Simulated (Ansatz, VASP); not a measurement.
**Two plane-wave programs on Li3HSe**

Contents of INCAR:

```
PREC = Accurate ; ENCUT = 520
EDIFF = 1E-7 ; ISMEAR = 0
SIGMA = 0.01 ; LREAL = False
LASPH = True ; NELM = 60
ALGO = Normal ; ISIF = 2
LWAVE = False ; LCHARG = False
GGA = PE ; NBANDS = 16
```

KPOINTS

```
Automatic mesh
0
Gamma
  6 6 6
```

The input POSCAR:

```
Li3HSe
1.0
    4.0217466555      0.0000000000      0.0000000000
    0.0000000000      4.0217466555      0.0000000000
    0.0000000000      0.0000000000      4.0217466555
Li H Se
3 1 1
Direct
    0.0000000000      0.5000000000      0.5000000000
    0.5000000000      0.0000000000      0.5000000000
    0.5000000000      0.5000000000      0.0000000000
    0.5000000000      0.5000000000      0.5000000000
    0.0000000000      0.0000000000      0.0000000000
```

Input for Ansatz:

```yaml
crystal:
  lattice:
    - [4.0217466555, 0.0, 0.0]
    - [0.0, 4.0217466555, 0.0]
    - [0.0, 0.0, 4.0217466555]
  atoms:
    - { symbol: Li, position: [0.0, 0.5, 0.5] }
    - { symbol: Li, position: [0.5, 0.0, 0.5] }
    - { symbol: Li, position: [0.5, 0.5, 0.0] }
    - { symbol: H, position: [0.5, 0.5, 0.5] }
    - { symbol: Se, position: [0.0, 0.0, 0.0] }
kpoints:
  mp_grid: { grid: [6, 6, 6] }
hamiltonian:
  xc: pbe
scf:
  occupations: { method: fixed }
  n_extra_bands: 5
output:
  forces: true
  stress: true
  eigenvalues: true
```

Alike in both runs: task single point; functional PBE; k mesh 6 × 6 × 6; no spin polarisation.

|  | VASP | Ansatz |
| --- | --- | --- |
| version | VASP 6.6.1 | Ansatz 0.2.0 |
| potentials or method | VASP PAW PBE potentials, release 64 (Li_sv, H, Se) | plane waves, PAW |
| plane-wave cutoff (eV) | 520 | 420 |
| occupations | gaussian, width 0.01 eV | fixed |
| valence electrons in the cell | 16 | 26 |

|  | VASP | Ansatz | Ansatz less VASP |
| --- | --- | --- | --- |
| gap on the k mesh at the Fermi level (eV) | 3.22 | 3.21 | -0.010 |

VASP's potentials hold 16 valence electrons a cell and Ansatz's 26, so a difference there can come from the potentials and not from the codes.

Noted on VASP's run: the cutoff is under 1.25 times that of the potentials, so the pressure is a little rough.
